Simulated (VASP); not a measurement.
Set up this calculation in VASP 6.6.1, as the native input.

```yaml
Task: relaxation of the atoms
Functional: r2SCAN
Potentials_or_basis: VASP PAW PBE potentials, release 64 (Ba_sv, Zr_sv, O)
Cutoff: 520 eV
k_mesh: 8 × 8 × 8
Occupations: fermi-dirac, width 0.02 eV
Spin: no spin polarisation
Dipole_correction: no
Further_INCAR_settings: ALGO = Normal; EDIFF = 1e-07; IBRION = 2; EDIFFG = -0.01; NSW = 50
```

BaZrO3:

```
Ba Zr O
1.0
     4.14808    0.00000    0.00000
     0.00000    4.14808    0.00000
     0.00000    0.00000    4.14808
Ba Zr O
1 1 3
Direct
  0.00000 0.00000 0.00000
  0.50000 0.50000 0.50000
  0.00000 0.50000 0.50000
  0.50000 0.00000 0.50000
  0.50000 0.50000 0.00000
```

The input as run:

POSCAR

```
BaZrO3
1.0
    4.1480808400      0.0000000000      0.0000000000
    0.0000000000      4.1480808400      0.0000000000
    0.0000000000      0.0000000000      4.1480808400
Ba Zr O
1 1 3
Direct
    0.0000000000      0.0000000000      0.0000000000
    0.5000000000      0.5000000000      0.5000000000
    0.0000000000      0.5000000000      0.5000000000
    0.5000000000      0.0000000000      0.5000000000
    0.5000000000      0.5000000000      0.0000000000
```

INCAR.step1

```
  PREC = Accurate
  ENCUT = 520
  ISMEAR = -1
  SIGMA = 0.02
  LREAL = F
  LASPH = T
  NELM = 60
  GGA = PE
  ALGO = Normal
  EDIFF = 1E-4
  LWAVE = T
  LCHARG = F
```

INCAR.step2

```
  PREC = Accurate
  ENCUT = 520
  EDIFF = 1E-7
  ISMEAR = -1
  SIGMA = 0.02
  LREAL = F
  LASPH = T
  NELM = 60
  ALGO = Normal
  ISIF = 2
  LWAVE = F
  LCHARG = F
  METAGGA = R2SCAN
  LMIXTAU = T
  IBRION = 2
  NSW = 50
  EDIFFG = -0.01
  ISTART = 1
```

KPOINTS

```
regular mesh
0
Gamma
  8 8 8
```

Potentials or basis: VASP PAW PBE potentials, release 64 (Ba_sv, Zr_sv, O).

Run with:

```console
$ cat potpaw_PBE.64/Ba_sv/POTCAR potpaw_PBE.64/Zr_sv/POTCAR potpaw_PBE.64/O/POTCAR > POTCAR
$ cp INCAR.step1 INCAR
$ mpirun -np 1 vasp_std > vasp.out
$ cp INCAR.step2 INCAR
$ mpirun -np 1 vasp_std > vasp.out
```

Results of the run:

- Pressure after relaxing: 8.5 GPa
- Band gap on the k mesh: 3.78 eV (least direct gap 3.98 eV)

Caveat: the relaxation stopped at its first step, so nothing moved; the PAW data sets were made with another functional, which shifts forces and pressure a little; spin-orbit coupling is left out, which moves the levels of the heavy elements.

Run time: 5.8 min on 1 thread of Oxide Virtual Turin-like Processor (shared host), peak memory 0.2 GiB.
